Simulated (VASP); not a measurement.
# H2CO2 in VASP: notebook

H2CO2 is run at these levels: PBE+D3(BJ); tasks: single point.

Everything below comes from runs of VASP 6.6.1. Logs are shortened: lines on timing, memory, paths and dates and some standing lists are left out, and cuts for length are marked.

**1. The cell of the first run**

The cell holds a disordered packing, 30 atoms: a = 7.230 Å, b = 7.230 Å, c = 7.230 Å, α = 90.00°, β = 90.00°, γ = 90.00°.

**2. Single point, PBE+D3(BJ)**

The input, INCAR:

```
  ALGO = Normal
  EDIFF = 1E-6
  ENCUT = 1000
  GGA = PE
  GGA_COMPAT = False
  ISIF = 2
  ISMEAR = -1
  IVDW = 12
  LASPH = True
  LCHARG = False
  LREAL = Auto
  LWAVE = False
  NBANDS = 75
  NELM = 120
  PREC = Accurate
  SIGMA = 0.05
```

The input, KPOINTS:

```
k-points
0
Gamma
  1 1 1
```

The input, POSCAR:

```
H2CO2
1.0
    7.2304270000      0.0000000000      0.0000000000
    0.0000000000      7.2304270000      0.0000000000
    0.0000000000      0.0000000000      7.2304270000
O C H
12 6 12
Direct
    0.3578211909      0.2244819013      0.8685240858
    0.3688578835      0.3242823695      0.5772411505
    0.7971036842      0.2307747523      0.3303954248
    0.9908266829      0.4773438692      0.3061229994
    0.3766167614      0.8120682223      0.6553416555
    0.6456188549      0.7901469720      0.5053920052
    1.0449452017      0.4775928171      0.8400472061
    0.7642840457      0.4031297183      0.7247981343
    0.4024520267      0.6268786062      0.0465532672
    0.5006481637      0.3858969878      0.2272341592
    0.7667873557      0.8929486460      1.0206727763
    0.9837178358      0.9896787562      0.8135895709
    0.4385218190      0.2327939968      0.7108847099
    0.9538994032      0.3211566896      0.3574754299
    0.4839824813      0.8292179701      0.5015748033
    0.8643196315      0.4281628180      0.8563809579
    0.4106673091      0.5390414702      0.1921739892
    0.9318675093      0.9588368709      0.9708555249
    0.2507874016      0.3122775460      0.8766425551
    0.5662736101      0.1534210912      0.6964180677
    0.6973308769      0.3128031028      0.2727916346
    1.0534370930      0.2316875615      0.4328236769
    0.2495841532      0.8535180564      0.6334204052
   -0.5886927563      2.8842418297      1.3779545800
    1.0671430608      0.5013396857      0.7078835040
    0.8254699204      0.4167941949      1.0035645198
    0.4396420848      0.3348349966     -0.5552369175
    0.3258175485      0.5872543904      0.3117104979
    0.6940807230      0.8581374240      0.9111218466
    1.0164130002      0.9829018397      1.0958412276
```

Potentials or basis: VASP PAW PBE potentials, release 64 (O_h, C_h, H_h).

Run with:

```sh
$ cat potpaw_PBE.64/O_h/POTCAR potpaw_PBE.64/C_h/POTCAR potpaw_PBE.64/H_h/POTCAR > POTCAR
$ mpirun -np 1 vasp_gam > vasp.out
```

OUTCAR:

```text
EDIFF = 1E-6
   ENCUT = 1000
   GGA = PE
   ISIF = 2
   ISMEAR = -1
   IVDW = 12
   LASPH = True
   LREAL = Auto
   NELM = 120
   PREC = Accurate
 IVDW          = 12

 ion  position               nearest neighbor table
   1  0.358  0.224  0.869-  19 1.00  13 1.28
   2  0.369  0.324  0.577-  27 1.09  13 1.27
   3  0.797  0.231  0.330-  21 1.02  14 1.32
   4  0.991  0.477  0.306-  14 1.22
   5  0.377  0.812  0.655-  23 0.98  15 1.36
   6  0.646  0.790  0.505-  15 1.20
   7  0.045  0.478  0.840-  25 0.98  16 1.36
   8  0.764  0.403  0.725-  16 1.21
   9  0.402  0.627  0.047-  17 1.23
  10  0.501  0.386  0.227-  17 1.31
  11  0.767  0.893  0.021-  29 0.98  18 1.33
  12  0.984  0.990  0.814-  18 1.22
  13  0.439  0.233  0.711-  20 1.09   2 1.27   1 1.28
  14  0.954  0.321  0.357-  22 1.11   4 1.22   3 1.32
  15  0.484  0.829  0.502-  24 1.11   6 1.20   5 1.36
  16  0.864  0.428  0.856-  26 1.10   8 1.21   7 1.36
  17  0.411  0.539  0.192-  28 1.12   9 1.23  10 1.31
  18  0.932  0.959  0.971-  30 1.10  12 1.22  11 1.33
  19  0.251  0.312  0.877-   1 1.00
  20  0.566  0.153  0.696-  13 1.09
  21  0.697  0.313  0.273-   3 1.02
  22  0.053  0.232  0.433-  14 1.11
  23  0.250  0.854  0.633-   5 0.98
  24  0.411  0.884  0.378-  15 1.11
  25  0.067  0.501  0.708-   7 0.98
  26  0.825  0.417  0.004-  16 1.10
  27  0.440  0.335  0.445-   2 1.09
  28  0.326  0.587  0.312-  17 1.12
  29  0.694  0.858  0.911-  11 0.98
  30  0.016  0.983  0.096-  18 1.10

  LATTYP: Found a simple cubic cell.
 ALAT       =     7.2304270000

  Lattice vectors:

 A1 = (   7.2304270000,   0.0000000000,   0.0000000000)
 A2 = (   0.0000000000,   7.2304270000,   0.0000000000)
 A3 = (   0.0000000000,   0.0000000000,   7.2304270000)

Analysis of symmetry for initial positions (statically):
=====================================================================
 Subroutine PRICEL returns:
 Original cell was already a primitive cell.

 Routine SETGRP: Setting up the symmetry group for a
 simple cubic supercell.

 Subroutine GETGRP returns: Found  1 space group operations
 (whereof  1 operations were pure point group operations)
 out of a pool of 48 trial point group operations.

The static configuration has the point symmetry C_1 .

Analysis of symmetry for dynamics (positions and initial velocities):
=====================================================================
 Subroutine PRICEL returns:
 Original cell was already a primitive cell.

 Routine SETGRP: Setting up the symmetry group for a
 simple cubic supercell.

 Subroutine GETGRP returns: Found  1 space group operations
 (whereof  1 operations were pure point group operations)
 out of a pool of 48 trial point group operations.

The dynamic configuration has the point symmetry C_1 .

 Subroutine INISYM returns: Found  1 space group operations
 (whereof  1 operations are pure point group operations),
 and found     1 'primitive' translations

----------------------------------------------------------------------------------------

                                     Primitive cell

  volume of cell :     378.0000

  direct lattice vectors                    reciprocal lattice vectors
     7.230427000  0.000000000  0.000000000     0.138304418  0.000000000  0.000000000
     0.000000000  7.230427000  0.000000000     0.000000000  0.138304418  0.000000000
     0.000000000  0.000000000  7.230427000     0.000000000  0.000000000  0.138304418

  length of vectors
     7.230427000  7.230427000  7.230427000     0.138304418  0.138304418  0.138304418

  position of ions in fractional coordinates (direct lattice)
     0.357821191  0.224481901  0.868524086
     0.368857883  0.324282369  0.577241151
     0.797103684  0.230774752  0.330395425
     0.990826683  0.477343869  0.306122999
     0.376616761  0.812068222  0.655341656
     0.645618855  0.790146972  0.505392005
[... 22 lines left out ...]
     0.694080723  0.858137424  0.911121847
     0.016413000  0.982901840  0.095841228

  ion indices of the primitive-cell ions
   primitive index   ion index
                 1           1
                 2           2
                 3           3
                 4           4
                 5           5
                 6           6
[... 22 lines left out ...]
                29          29
                30          30

----------------------------------------------------------------------------------------

 KPOINTS: k-points

Automatic generation of k-mesh.
 Grid dimensions read from file:
 generate k-points for:    1    1    1

 Generating k-lattice:

  Cartesian coordinates                     Fractional coordinates (reciprocal lattice)
     0.138304418  0.000000000  0.000000000     1.000000000  0.000000000  0.000000000
     0.000000000  0.138304418  0.000000000     0.000000000  1.000000000  0.000000000
     0.000000000  0.000000000  0.138304418     0.000000000  0.000000000  1.000000000

  Length of vectors
     0.138304418  0.138304418  0.138304418

  Shift w.r.t. Gamma in fractional coordinates (k-lattice)
     0.000000000  0.000000000  0.000000000

 Subroutine IBZKPT returns following result:
 ===========================================

 Found      1 irreducible k-points:

 Following reciprocal coordinates:
            Coordinates               Weight
  0.000000  0.000000  0.000000      1.000000
   k-points           NKPTS =      1   k-points in BZ     NKDIM =      1   number of bands    NBANDS=     75
   number of dos      NEDOS =    301   number of ions     NIONS =     30
   total plane-waves  NPLWV = 512000
   dimension x,y,z NGX =    80 NGY =   80 NGZ =   80
   dimension x,y,z NGXF=   160 NGYF=  160 NGZF=  160
   ions per type =              12   6  12
   NGX,Y,Z   is equivalent  to a cutoff of  18.39, 18.39, 18.39 a.u.
   NGXF,Y,Z  is equivalent  to a cutoff of  36.79, 36.79, 36.79 a.u.
 SYSTEM =  unknown system
   PREC   = accura    normal or accurate (medium, high low for compatibility)
   ISTART =      0    job   : 0-new  1-cont  2-samecut
   ICHARG =      2    charge: 1-file 2-atom 10-const
   ISPIN  =      1    spin polarized calculation?
   LNONCOLLINEAR =      F non collinear calculations
   LSORBIT =      F    spin-orbit coupling
   LASPH  =      T    aspherical Exc in radial PAW
   ENCUT  = 1000.0 eV  73.50 Ry    8.57 a.u.  18.64 18.64 18.64*2*pi/ulx,y,z
   NELM   =    120;   NELMIN=  2; NELMDL= -5     # of ELM steps
   EDIFF  = 0.1E-05   stopping-criterion for ELM
   LREAL  =      T    real-space projection
   EDIFFG = 0.1E-04   stopping-criterion for IOM
   NSW    =      0    number of steps for IOM
[... 5 lines left out ...]
   TEBEG  =    0.0;   TEEND  =   0.0 temperature during run
   PSTRESS=    0.0 pullay stress
   NELECT =     108.0000    total number of electrons
   NUPDOWN=      -1.0000    fix difference up-down
   EMIN   =  10.00;   EMAX   =-10.00  energy-range for DOS
   EFERMI =   0.00;   METHOD = LEGACY
   ISMEAR =    -1;   SIGMA  =   0.05  broadening in eV -4-tet -1-fermi 0-gaus
   EFERMI_NEDOS =   21; number of points for ismear=-14 and -15
   IALGO  =     38    algorithm
   IMIX   =      4    mixing-type and parameters
     AMIX     =   0.40;   BMIX     =  1.00
     AMIX_MAG =   1.60;   BMIX_MAG =  1.00
  volume/ion in A,a.u.               =      12.60        85.03
  Fermi-wavevector in a.u.,A,eV,Ry     =   1.078248  2.037594 15.818399  1.162620
  Thomas-Fermi vector in A             =   2.214182
   LORBIT       =      0    0 simple, 1 ext, 2 COOP (PROOUT), +10 PAW based schemes
   GGA     = PE    functional components
   LHFCALC =     F    Hartree Fock is set to
   AEXX    =    0.0000 exact exchange contribution
   IVDW    =    12    specifies the selected vdW correction
   LEPSILON=     F    determine dielectric tensor
   LRPA    =     F    only Hartree local field effects (RPA)
 non-spin polarized calculation
  energy-cutoff  :     1000.00
  volume of cell :      378.00
 maximum number of plane-waves:     13601
 NGX is ok and might be reduce to    80
   NGX = 37   NGY = 37   NGZ = 37

 number of electron     108.0000002 magnetization

 Free energy of the ion-electron system (eV)
  ---------------------------------------------------
  ext. energy  EPLUGINS =         0.00000000
  ---------------------------------------------------
  free energy    TOTEN  =      -180.23007753 eV

  energy without entropy =     -180.23007753  energy(sigma->0) =     -180.23007753

 E-fermi :  -0.1795     XC(G=0):  -7.0462

 val. band max:       -1.3927559142   @ k =   0.0000   0.0000   0.0000
 cond. band min:       1.0460985898   @ k =   0.0000   0.0000   0.0000
 fundamental gap:      2.4388545040
 Fermi energy:        -0.1794518285

 k-point     1 :       0.0000    0.0000    0.0000
  band No.  band energies     occupation
      1     -25.7869      2.00000
      2     -24.2790      2.00000
      3     -23.7468      2.00000
      4     -23.6660      2.00000
      5     -23.5965      2.00000
      6     -23.1740      2.00000
[... 58 lines left out ...]
     65       5.4048      0.00000
     66       5.6568      0.00000
 [bands above 66 left out]

------------------------ aborting loop because EDIFF is reached ----------------------------------------

 Edisp (eV)   -1.37443

 E8    (eV) :    -0.3193

  FORCE on cell =-STRESS in cart. coord.  units (eV):
  Direction    XX          YY          ZZ          XY          YZ          ZX
  --------------------------------------------------------------------------------------
  -------------------------------------------------------------------------------------
  Total      -1.64707    -0.59176    -4.28557     0.52575     1.34960     1.40931
  in kB      -6.98120    -2.50823   -18.16468     2.22844     5.72036     5.97346
  external pressure =       -9.22 kB  Pullay stress =        0.00 kB

 VOLUME and BASIS-vectors are now :
 -----------------------------------------------------------------------------
  energy-cutoff  :     1000.00
  volume of cell :      378.00
      direct lattice vectors                 reciprocal lattice vectors
     7.230427000  0.000000000  0.000000000     0.138304418  0.000000000  0.000000000
     0.000000000  7.230427000  0.000000000     0.000000000  0.138304418  0.000000000
     0.000000000  0.000000000  7.230427000     0.000000000  0.000000000  0.138304418

 POSITION                                       TOTAL-FORCE (eV/Angst)
 -----------------------------------------------------------------------------------
      2.58720      1.62310      6.27980         0.047468      0.178504     -0.251547
      2.66700      2.34470      4.17370         0.169182      0.103804     -0.353258
      5.76340      1.66860      2.38890         0.011998     -0.066860     -0.045000
      7.16410      3.45140      2.21340        -0.029331      0.005730      0.087030
      2.72310      5.87160      4.73840        -0.081057      0.099215     -0.012329
      4.66810      5.71310      3.65420        -0.000228      0.020186      0.060602
[... 22 lines left out ...]
      5.01850      6.20470      6.58780        -0.003483     -0.006050      0.001082
      0.11867      7.10680      0.69297        -0.007045     -0.004606     -0.004690
 -----------------------------------------------------------------------------------
    total drift:                               -0.002643      0.003144      0.000201

  FREE ENERGIE OF THE ION-ELECTRON SYSTEM (eV)
  ---------------------------------------------------
  free  energy   TOTEN  =      -181.6045034996 eV

  energy  without entropy=     -181.6045034995  energy(sigma->0) =     -181.60450350
```

Wall time 59 s (1 thread of AMD EPYC 9R45 (Zen 5), shared host); peak memory 0.88 GiB.

What came out:

| Item | Value |
| --- | --- |
| Free energy | -181.6045 eV |
| Pressure | -0.9 GPa |
| Largest force | 1.071 eV/Å |
| Dispersion energy per atom | -0.046 eV |

Forces in eV/Å, atoms in the order of the input:
```
O    0.047  0.179 -0.252
O    0.169  0.104 -0.353
O    0.012 -0.067 -0.045
O   -0.029  0.006  0.087
O   -0.081  0.099 -0.012
O    0.000  0.020  0.061
O    0.084 -0.038 -0.168
O   -0.054  0.032  0.074
O    0.406 -0.338  0.066
O   -0.411 -0.024  0.989
O   -0.009 -0.141 -0.087
O    0.026 -0.025 -0.024
C    0.016  0.141 -0.296
C    0.012 -0.016  0.037
C    0.004  0.059  0.024
C    0.055 -0.032 -0.011
C   -0.229  0.020  0.134
C    0.012 -0.041 -0.031
H    0.000  0.005 -0.014
H   -0.005  0.008 -0.014
H   -0.006 -0.009  0.000
H   -0.006  0.002  0.000
H   -0.005  0.012  0.006
H    0.000  0.005  0.007
H    0.009 -0.003 -0.006
H    0.020 -0.005 -0.005
H    0.017  0.055 -0.148
H   -0.044  0.004 -0.018
H   -0.003 -0.006  0.001
H   -0.007 -0.005 -0.005
```

Caveat: the k points lie up to 0.87 Å⁻¹ apart, too coarse for converged energies, forces and pressures; the atoms stand as in a frame of molecular dynamics.

**3. Single point, PBE+D3(BJ)**

The input, INCAR:

```
SYSTEM = H2CO2
ALGO = Normal
EDIFF = 1E-6
ENCUT = 1000
GGA = PE
GGA_COMPAT = .False.
ISIF = 2
ISMEAR = -1
IVDW = 12
LASPH = .True.
LCHARG = .False.
LREAL = Auto
LWAVE = .False.
NBANDS = 75
NELM = 120
PREC = Accurate
SIGMA = 0.05
```

The input, KPOINTS:

```
k-points
0
Gamma
  1 1 1
  0 0 0
```

The input, POSCAR:

```
H2CO2
1.0
    7.2304270000      0.0000000000      0.0000000000
    0.0000000000      7.2304270000      0.0000000000
    0.0000000000      0.0000000000      7.2304270000
O C H
12 6 12
Direct
    0.3597436223      0.2314662744      0.8774723816
    0.3376564067      0.3251536873      0.5817360441
    0.8023869130      0.2164602450      0.3232035950
    0.9799974469      0.4758501815      0.3259973443
    0.3639480766      0.8262167642      0.6681348142
    0.6329640006      0.7953057268      0.5210204045
    1.0664100474      0.4737064630      0.8252209724
    0.7769803913      0.4083161340      0.7249226083
    0.4510521993      0.6178473277      0.0408412947
    0.4842867510      0.3995752948      0.2582143489
    0.7684055174      0.8651356275      0.9882818816
    0.9939247018      0.9808549343      0.8019166780
    0.4229487415      0.2467350822      0.7087409914
    0.9535398117      0.3137297424      0.3634363503
    0.4722127753      0.8398259190      0.5168712719
    0.8827694409      0.4433348127      0.8491199759
    0.3985380117      0.5467588567      0.1820224449
    0.9322962530      0.9415903099      0.9537610988
    0.2439689938      0.3054591382      0.8866143037
    0.5588604933      0.1821469188      0.6891847466
    0.7049099590      0.3006599749      0.2735246480
    1.0564797902      0.2242606142      0.4334460468
    0.2386027824      0.8752595110      0.6505978139
   -0.5977240348      2.8954029963      1.3917020392
    1.0973349154      0.4644815583      0.6924072396
    0.8468102921      0.4570961023      0.9971748556
    0.4275542786      0.3679312439     -0.6175292275
    0.2732757000      0.5894396002      0.2598878324
    0.7039279976      0.8371704742      0.8713869872
    1.0060401689      0.9654339917      1.0854822267
```

Potentials or basis: VASP PAW PBE potentials, release 64 (O_h, C_h, H_h).

Run with:

```sh
$ cat potpaw_PBE.64/O_h/POTCAR potpaw_PBE.64/C_h/POTCAR potpaw_PBE.64/H_h/POTCAR > POTCAR
$ mpirun -np 1 vasp_gam > vasp.out
```

It took 81 s on 1 thread of Intel Xeon 6975P-C (Granite Rapids), shared host; peak memory 0.91 GiB.

It converged, with:

```
Free energy                : -182.7751 eV
Pressure                   : -0.1 GPa
Largest force              : 0.519 eV/Å
Dispersion energy per atom : -0.046 eV
```

Forces in eV/Å, atoms in the order of the input:
```
O    0.043 -0.005  0.080
O    0.211 -0.186  0.341
O   -0.025  0.042 -0.035
O    0.012 -0.044  0.013
O   -0.055  0.038  0.076
O   -0.065  0.050  0.071
O    0.002  0.033  0.025
O    0.034  0.005  0.002
O    0.058  0.089 -0.142
O    0.013 -0.086  0.202
O   -0.022 -0.059 -0.123
O    0.067 -0.022 -0.033
C   -0.230  0.214 -0.412
C    0.029 -0.057  0.000
C   -0.009 -0.008  0.034
C   -0.041 -0.018 -0.022
C   -0.025 -0.025  0.080
C    0.041  0.000 -0.107
H   -0.015 -0.005 -0.007
H    0.006 -0.017  0.039
H   -0.032  0.007 -0.006
H   -0.045  0.042 -0.035
H   -0.005  0.005  0.006
H   -0.010 -0.005  0.009
H    0.020  0.006  0.010
H    0.009 -0.003  0.003
H   -0.014  0.037 -0.061
H    0.044 -0.029 -0.008
H    0.003 -0.003 -0.008
H   -0.002  0.001  0.006
```

Stress tensor (GPa, compression positive):
```
-0.16  0.28  0.14
 0.28  0.20  0.10
 0.14  0.10 -0.19
```

Levels at points of the mesh, in eV from the Fermi level:
```csv
k point,band 52,band 53,band 54,band 55,band 56,band 57
"(0.00, 0.00, 0.00)",-1.55,-1.50,-1.21,3.23,3.43,3.62
```

Caveat: the k points lie up to 0.87 Å⁻¹ apart, too coarse for converged energies, forces and pressures; the atoms stand as in a frame of molecular dynamics.
